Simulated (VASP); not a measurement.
Set up this calculation in VASP 6.6.1, as the native input.

```
Task                   : single point
Functional             : PBEsol
Potentials or basis    : VASP PAW PBE potentials, release 64 (W_sv, S)
Cutoff                 : 520 eV
k mesh                 : 12 × 12 × 12
Occupations            : gaussian, width 0.05 eV
Spin                   : no spin polarisation
Dipole correction      : no
Further INCAR settings : ALGO = Normal; EDIFF = 1e-06; NBANDS = 20
```

The structure of WS2 lies in POSCAR:

```
WS2
1.0
    1.5316303727      0.8842872080      6.0708800500
   -1.5316303727      0.8842872080      6.0708800500
    0.0000000000     -1.7685744160      6.0708800500
W S
1 2
Direct
    0.0000000000      0.0000000000      0.0000000000
    0.7503000000      0.7503000000      0.7503000000
    0.5810000000      0.5810000000      0.5810000000
```

This cell differs from its parent crystal: strain -0.030 along x and y, -0.015 along z.

These files were run (other wordings do the same):

INCAR

```
SYSTEM = WS2
PREC = Accurate
ENCUT = 520
EDIFF = 1E-6
ISMEAR = 0
SIGMA = 0.05
LREAL = .FALSE.
LASPH = .TRUE.
NELM = 60
ALGO = Normal
ISIF = 2
LWAVE = .FALSE.
LCHARG = .FALSE.
GGA = PS
NBANDS = 20
```

KPOINTS

```
regular mesh
0
G
  12 12 12
  0 0 0
```

Potentials or basis: VASP PAW PBE potentials, release 64 (W_sv, S).

Command:

```bash
$ cat potpaw_PBE.64/W_sv/POTCAR potpaw_PBE.64/S/POTCAR > POTCAR
$ mpirun -np 1 vasp_std > vasp.out
```

It gave:

```json
{
 "Pressure": "14.4 GPa",
 "Largest force": "1.599 eV/Å",
 "Band gap on the k mesh": "0.97 eV (least direct gap 2.20 eV)"
}
```

Caveat: the cell differs from its parent crystal (strain -0.030 along x and y, -0.015 along z); the cell stands under pressure; the PAW data sets were made with another functional, which shifts forces and pressure a little; spin-orbit coupling is left out, which moves the levels of the heavy elements.

It took 7 min on 1 thread of Intel(R) Xeon(R) Platinum 8488C (Sapphire Rapids), on a shared host, peak memory 0.42 GiB.
